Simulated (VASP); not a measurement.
Set up this calculation in VASP 6.6.1, as the native input.

```
Task                   : single point
Functional             : PBEsol
Potentials or basis    : VASP PAW PBE potentials, release 64 (Ti_sv, Se)
Cutoff                 : 520 eV
k mesh                 : 12 × 12 × 8
Occupations            : gaussian, width 0.1 eV
Spin                   : no spin polarisation
Dipole correction      : no
Further INCAR settings : ALGO = Normal; EDIFF = 1e-06; NBANDS = 26
```

The structure of TiSe lies in POSCAR:

```
TiSe
1.0
    3.3990499672      0.0000000000      0.0000000000
   -1.6995249836      2.9436636203      0.0000000000
    0.0000000000      0.0000000000      6.7892079345
Ti Se
2 2
Direct
    0.0000000000      0.0000000000      0.0000000000
    0.0000000000      0.0000000000      0.5000000000
    0.3333333333      0.6666666667      0.2500000000
    0.6666666667      0.3333333333      0.7500000000
```

The input as run:

INCAR

```
SYSTEM = TiSe
  ALGO = Normal
  EDIFF = 1E-6
  ENCUT = 520
  GGA = PS
  ISIF = 2
  ISMEAR = 0
  LASPH = .True.
  LCHARG = .False.
  LREAL = .False.
  LWAVE = .False.
  NBANDS = 26
  NELM = 80
  PREC = Accurate
  SIGMA = 0.1
```

KPOINTS

```
k-points
0
Gamma
  12 12 8
  0 0 0
```

Potentials or basis: VASP PAW PBE potentials, release 64 (Ti_sv, Se).

Command:

```console
$ cat potpaw_PBE.64/Ti_sv/POTCAR potpaw_PBE.64/Se/POTCAR > POTCAR
$ mpirun -np 1 vasp_std > vasp.out
```

Results of the run:

- Pressure: -3.2 GPa
- Band gap on the k mesh: zero (bands 18 and 19 overlap by 0.45 eV)

Caveat: the cell stands under tension; the PAW data sets were made with another functional, which shifts forces and pressure a little.

It took 3.9 min on 1 thread of AMD EPYC 7R13 (shared host), peak memory 0.26 GiB.
